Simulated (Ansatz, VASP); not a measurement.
**Os in VASP and in Ansatz**

```xyz
2
Lattice="2.6794 0.0000 0.0000 -1.3397 2.3204 0.0000 0.0000 0.0000 4.3197" Properties=species:S:1:pos:R:3 pbc="T T T"
Os    0.0000    1.5470    1.0799
Os    1.3397    0.7735    3.2398
```

Change from the starting cell: equal xx and yy strain of -2 %.

Alike in both runs: task single point; functional PBEsol; k mesh 17 × 17 × 10; occupations fermi-dirac, width 0.08 eV; no spin polarisation.

|  | VASP | Ansatz |
| --- | --- | --- |
| version | VASP 6.6.1 | Ansatz 0.2.0 |
| potentials or method | VASP PAW PBE potentials, release 64 (Os), cutoff 520 eV | all-electron LAPW, scalar-relativistic |

Ansatz gave:

| Property | Result |
| --- | --- |
| pressure (GPa) | 15.7 |
| traceless stress, the component that is largest in VASP (GPa) | -9.01 |

Problem. Which values does VASP return?

Solution. Pressure (GPa): 16.7; traceless stress, the component that is largest in VASP (GPa): -9.04.

VASP's potentials were made for PBE, not for PBEsol. Ansatz ran all-electron here, and VASP with PAW potentials.

Neither program's run includes spin-orbit coupling.
